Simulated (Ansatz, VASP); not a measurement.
W: VASP beside Ansatz

```
W
1.0
    -1.72922    1.72922    1.34879
     1.72922   -1.72922    1.34879
     1.72922    1.72922   -1.34879
W
1
Cartesian
  0.0000 0.0000 0.0000
```

Alike in both runs: task single point; functional PBE; k mesh 30 × 30 × 30; occupations gaussian, width 0.15 eV; no spin polarisation.

|  | VASP | Ansatz |
| --- | --- | --- |
| version | VASP 6.6.1 | Ansatz 0.2.0 |
| potentials or method | VASP PAW PBE potentials, release 64 (W_sv), cutoff 500 eV | scalar-relativistic, plane waves, PAW |
| valence electrons in the cell | 14 | 14 |

|  | VASP | Ansatz | Ansatz less VASP |
| --- | --- | --- | --- |
| gap on the k mesh at the Fermi level (eV) | none | none | - |
| pressure (GPa) | 9.7 | 9.1 | -0.55 |
| traceless stress, the component that is largest in VASP (GPa) | 20.84 | 20.73 | -0.115 |

A gap of «none» marks a metal or a gap that the smearing closes.

Neither program's run includes spin-orbit coupling.
